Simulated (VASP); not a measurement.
# TiCo (P4mm) in VASP: single point with PBEsol

Aim: the single point of TiCo with PBEsol.

Program: VASP 6.6.1. These are calculated values, not measurements. Logs are shortened: lines on timing, memory, paths and dates and some standing lists are left out, and cuts for length are marked.

**1. The cell of the first run**

Symmetry: P4mm, No. 99, tetragonal system. Conventional cell: a = 2.986 Å, b = 2.986 Å, c = 2.986 Å, α = 90.00°, β = 90.00°, γ = 90.00°. Within 3.4 Å of Ti (site symmetry 4mm) lie 8 Co at 2.58 to 2.59 Å and 6 Ti at 2.99 Å. Co (site symmetry 4mm) has 8 Ti at 2.58 to 2.59 Å and 6 Co at 2.99 Å within 3.4 Å.

**2. Single point, PBEsol, collinear spin, ferromagnetic start (all Ti atoms moved +0.013 Å, as atom 1 along Cartesian [0 0 1])**

The input, INCAR:

```
SYSTEM = TiCo
PREC     = Accurate       ! precision mode
ENCUT    = 520            ! plane-wave cutoff, eV
EDIFF    = 1E-6           ! SCF threshold, eV
ISMEAR   = 0              ! smearing method
SIGMA    = 0.15           ! smearing width, eV
LREAL    = .FALSE.        ! projectors in reciprocal space
LASPH    = .TRUE.         ! aspherical terms in the spheres
NELM     = 150            ! most SCF steps
ALGO     = Normal         ! electronic algorithm
ISIF     = 2              ! what is computed and relaxed
LWAVE    = .FALSE.        ! write WAVECAR
LCHARG   = .TRUE.         ! write CHGCAR
ISPIN    = 2              ! spin polarisation
MAGMOM   = 0 0.4          ! initial moments
LORBIT   = 11             ! projections on sites
LMAXMIX  = 4              ! l up to which the mixer works
GGA      = PS             ! functional
LELF     = .TRUE.         ! ELF
LVHAR    = .TRUE.       
NBANDS   = 22             ! bands
```

The input, KPOINTS:

```
regular mesh
0
G
  16 16 16
  0 0 0
```

The input, POSCAR:

```
TiCo
1.0
    2.9861109900      0.0000000000      0.0000000000
    0.0000000000      2.9861109900      0.0000000000
    0.0000000000      0.0000000000      2.9861109900
Ti Co
1 1
Direct
    0.0000000000      0.0000000000      0.0041860467
    0.5000000000      0.5000000000      0.5000000000
```

Potentials or basis: VASP PAW PBE potentials, release 64 (Ti_sv, Co).

Command:

```bash
cat potpaw_PBE.64/Ti_sv/POTCAR potpaw_PBE.64/Co/POTCAR > POTCAR
mpirun -np 1 vasp_std > vasp.out
```

OUTCAR:

```text
SYSTEM = TiCo
   PREC = Accurate
   ENCUT = 520
   EDIFF = 1E-6
   ISMEAR = 0
   LREAL = .FALSE.
   LASPH = .TRUE.
   NELM = 150
   ISIF = 2
   ISPIN = 2
   LORBIT = 11
   GGA = PS

 ion  position               nearest neighbor table
   1  0.000  0.000  0.004-   2 2.58   2 2.58   2 2.58   2 2.58   2 2.59   2 2.59   2 2.59   2 2.59

   2  0.500  0.500  0.500-   1 2.58   1 2.58   1 2.58   1 2.58   1 2.59   1 2.59   1 2.59   1 2.59

  LATTYP: Found a simple cubic cell.
 ALAT       =     2.9861109900

  Lattice vectors:

 A1 = (   2.9861109900,   0.0000000000,   0.0000000000)
 A2 = (   0.0000000000,   2.9861109900,   0.0000000000)
 A3 = (   0.0000000000,   0.0000000000,   2.9861109900)

Analysis of symmetry for initial positions (statically):
=====================================================================
 Subroutine PRICEL returns:
 Original cell was already a primitive cell.

 Routine SETGRP: Setting up the symmetry group for a
 simple cubic supercell.

 Subroutine GETGRP returns: Found  8 space group operations
 (whereof  8 operations were pure point group operations)
 out of a pool of 48 trial point group operations.

The static configuration has the point symmetry C_4v.

Analysis of symmetry for dynamics (positions and initial velocities):
=====================================================================
 Subroutine PRICEL returns:
 Original cell was already a primitive cell.

 Routine SETGRP: Setting up the symmetry group for a
 simple cubic supercell.

 Subroutine GETGRP returns: Found  8 space group operations
 (whereof  8 operations were pure point group operations)
 out of a pool of 48 trial point group operations.

The dynamic configuration has the point symmetry C_4v.

Analysis of structural, dynamic, and magnetic symmetry:
=====================================================================
 Subroutine PRICEL returns:
 Original cell was already a primitive cell.

 Routine SETGRP: Setting up the symmetry group for a
 simple cubic supercell.

 Subroutine GETGRP returns: Found  8 space group operations
 (whereof  8 operations were pure point group operations)
 out of a pool of 48 trial point group operations.

The overall configuration has the point symmetry C_4v.

 Subroutine INISYM returns: Found  8 space group operations
 (whereof  8 operations are pure point group operations),
 and found     1 'primitive' translations

----------------------------------------------------------------------------------------

                                     Primitive cell

  volume of cell :      26.6267

[... 107 lines left out ...]
     AMIX     =   0.40;   BMIX     =  1.00
     AMIX_MAG =   1.60;   BMIX_MAG =  1.00
  volume/ion in A,a.u.               =      13.31        89.84
  Fermi-wavevector in a.u.,A,eV,Ry     =   1.512546  2.858298 31.127355  2.287796
  Thomas-Fermi vector in A             =   2.622456
   LORBIT       =     11    0 simple, 1 ext, 2 COOP (PROOUT), +10 PAW based schemes
   GGA     = PS    functional components
   LHFCALC =     F    Hartree Fock is set to
   AEXX    =    0.0000 exact exchange contribution
   IVDW    =     0    specifies the selected vdW correction
   LEPSILON=     F    determine dielectric tensor
   LRPA    =     F    only Hartree local field effects (RPA)
 spin polarized calculation
 Gauss-broadening in eV      SIGMA  =   0.15
  energy-cutoff  :      520.00
  volume of cell :       26.63
 maximum number of plane-waves:       739
 NGX is ok and might be reduce to    24
   NGX = 11   NGY = 11   NGZ = 11

 number of electron      20.9999985 magnetization      -0.0030327

 number of electron      20.9999985 magnetization       0.0004796

 Free energy of the ion-electron system (eV)
  ---------------------------------------------------
  ext. energy  EPLUGINS =         0.00000000
  ---------------------------------------------------
  free energy    TOTEN  =       -16.86081827 eV

  energy without entropy =      -16.82834715  energy(sigma->0) =      -16.84458271

 E-fermi :   9.7365     XC(G=0): -12.7316

 val. band max:        9.7352968955   @ k =   0.1875   0.5000   0.4375
 cond. band min:       9.7386558590   @ k =   0.4375   0.4375   0.1875
 fundamental gap:      0.0033589635
 Fermi energy:         9.7365485593

 spin component 1

 k-point     1 :       0.0000    0.0000    0.0000
  band No.  band energies     occupation
      1     -47.2196      1.00000
      2     -23.4096      1.00000
      3     -23.4096      1.00000
      4     -23.4096      1.00000
      5       2.0753      1.00000
      6       5.9989      1.00000
[... 589 lines left out ...]
     21      29.1115      0.00000
     22      30.3397      0.00000

 [... further k-points ...]

 spin component 2

 k-point     1 :       0.0000    0.0000    0.0000
  band No.  band energies     occupation
      1     -47.2195      1.00000
      2     -23.4096      1.00000
      3     -23.4095      1.00000
      4     -23.4095      1.00000
      5       2.0754      1.00000
      6       5.9992      1.00000
[... 589 lines left out ...]
     21      29.1115      0.00000
     22      30.3397      0.00000

 [... further k-points ...]
[... 5 lines left out ...]
  --------------------------------------------------------------------------------------
  -------------------------------------------------------------------------------------
  Total       -1.5883904     -1.5883904     -1.5893699      0.0000000      0.0000000      0.0000000
  in kB      -95.5762509    -95.5762509    -95.6351897      0.0000000      0.0000000      0.0000000
  external PRESSURE =     -95.5958972 kB  Pullay stress =       0.0000000 kB

 VOLUME and BASIS-vectors are now :
 -----------------------------------------------------------------------------
  energy-cutoff  :      520.00
  volume of cell :       26.63
      direct lattice vectors                 reciprocal lattice vectors
     2.986110990  0.000000000  0.000000000     0.334883735  0.000000000  0.000000000
     0.000000000  2.986110990  0.000000000     0.000000000  0.334883735  0.000000000
     0.000000000  0.000000000  2.986110990     0.000000000  0.000000000  0.334883735

 POSITION                                       TOTAL-FORCE (eV/Angst)
 -----------------------------------------------------------------------------------
      0.00000      0.00000      0.01250         0.000000      0.000000     -0.047404
      1.49306      1.49306      1.49306         0.000000      0.000000      0.047404
 -----------------------------------------------------------------------------------
    total drift:                                0.000000      0.000000      0.000166

  FREE ENERGIE OF THE ION-ELECTRON SYSTEM (eV)
  ---------------------------------------------------
  free  energy   TOTEN  =       -16.8608182722 eV

  energy  without entropy=      -16.8283471490  energy(sigma->0) =      -16.84458271

 total charge

# of ion       s       p       d       tot
------------------------------------------
    1        2.248   6.179   1.853  10.280
    2        0.521   0.442   7.345   8.307
--------------------------------------------------
tot          2.769   6.620   9.198  18.587

 magnetization (x)

# of ion       s       p       d       tot
------------------------------------------
    1        0.000  -0.000   0.000   0.000
    2        0.000   0.000   0.000   0.000
--------------------------------------------------
tot          0.000  -0.000   0.000   0.001
```

OSZICAR:

```text
N       E                     dE             d eps       ncg     rms          rms(c)
DAV:   1     0.163782748635E+03    0.16378E+03   -0.95379E+03 36380   0.119E+03
DAV:   2    -0.909491943504E+01   -0.17288E+03   -0.16451E+03 36378   0.303E+02
DAV:   3    -0.192465266440E+02   -0.10152E+02   -0.99661E+01 44440   0.780E+01
[... 31 lines left out ...]
DAV:  35    -0.168608523992E+02   -0.16392E-04   -0.15892E-05 42130   0.299E-02    0.351E-02
DAV:  36    -0.168608297664E+02    0.22633E-04   -0.56719E-05 41362   0.564E-02    0.217E-02
DAV:  37    -0.168608169848E+02    0.12782E-04   -0.13147E-04 44764   0.818E-02    0.354E-03
DAV:  38    -0.168608189231E+02   -0.19383E-05   -0.10954E-05 51590   0.198E-02    0.571E-03
DAV:  39    -0.168608183907E+02    0.53233E-06   -0.13760E-05 32394   0.274E-02    0.545E-03
DAV:  40    -0.168608182722E+02    0.11851E-06   -0.35275E-07 18174   0.451E-03
   1 F= -.16860818E+02 E0= -.16844583E+02  d E =-.324711E-01  mag=    -0.0006
```

stdout:

```text
POSCAR found type information on POSCAR TiCo
 POSCAR found :  2 types and       2 ions
 scaLAPACK will be used
 -----------------------------------------------------------------------------
|                                                                             |
|                                                                             |
|     You enforced a specific xc type in the INCAR file but a different       |
|     I HOPE YOU KNOW WHAT YOU ARE DOING!                                     |
|                                                                             |
 -----------------------------------------------------------------------------

 LDA part: xc-table for (Slater+PW92), standard interpolation
 POSCAR, INCAR and KPOINTS ok, starting setup
 FFT: planning ... GRIDC
 FFT: planning ... GRID_SOFT
 FFT: planning ... GRID
 WAVECAR not read
 entering main loop
```

Run time: 10 min. Hardware: 1 thread of Intel Xeon Platinum 8488C (Sapphire Rapids), shared host; peak memory 0.45 GiB.

What came out:

```yaml
Free_energy: -16.8608 eV
Pressure: -9.6 GPa
Largest_force: 0.047 eV/Å
Net_moment: 0.00 μB per cell
Valence_electrons_inside_the_program's_atomic_spheres: Ti 10.28; Co 8.31
```

Forces in eV/Å, atoms in the order of the input:
```
Ti   0.000  0.000 -0.047
Co   0.000  0.000  0.047
```

Caveat: the cell differs from its parent crystal (all Ti atoms moved +0.013 Å, as atom 1 along Cartesian [0 0 1]); the cell stands under tension; the PAW data sets were made with another functional, which shifts forces and pressure a little.
